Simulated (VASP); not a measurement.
Set up this calculation in VASP 6.6.1, as the native input.

- Task: single point
- Functional: PBEsol
- Potentials or basis: VASP PAW PBE potentials, release 64 (V_sv)
- Cutoff: 520 eV
- k mesh: 19 × 19 × 19
- Occupations: fermi-dirac, width 0.03 eV
- Spin: collinear spin, ferromagnetic start
- Starting moments: [1.5] μB
- Dipole correction: no
- Further INCAR settings: ALGO = Normal; EDIFF = 1e-06; NBANDS = 16

The structure of V lies in POSCAR:

```
V
1.0
   -1.5079397615      1.5079397615      1.5079397615
    1.5079397615     -1.5079397615      1.5079397615
    1.5079397615      1.5079397615     -1.5079397615
V
1
Direct
    0.0000000000      0.0000000000      0.0000000000
```

These files were run (other wordings do the same):

INCAR

```
SYSTEM = V
PREC = Accurate
ENCUT = 520
EDIFF = 1E-6
ISMEAR = -1
SIGMA = 0.03
LREAL = .FALSE.
LASPH = .TRUE.
NELM = 150
ALGO = Normal
ISIF = 2
LWAVE = .FALSE.
LCHARG = .FALSE.
ISPIN = 2
MAGMOM = 1.5
LORBIT = 11
LMAXMIX = 4
GGA = PS
NBANDS = 16
```

KPOINTS

```
Automatic mesh
0
G
  19 19 19
  0 0 0
```

Potentials or basis: VASP PAW PBE potentials, release 64 (V_sv).

Run with:

```console
$ cat potpaw_PBE.64/V_sv/POTCAR > POTCAR
$ mpirun -np 1 vasp_std > vasp.out
```

It gave:

```yaml
Pressure: -10.1 GPa
Net_moment: 0.00 μB per cell
Valence_electrons_inside_the_program's_atomic_spheres: V 11.63
```

Caveat: the cell stands under tension; the moments typed at the start vanished in this run; the PAW data sets were made with another functional, which shifts forces and pressure a little.

Run time: 31 s on 1 thread of Intel(R) Xeon(R) 6975P-C (Granite Rapids), on a shared host, peak memory 0.18 GiB.
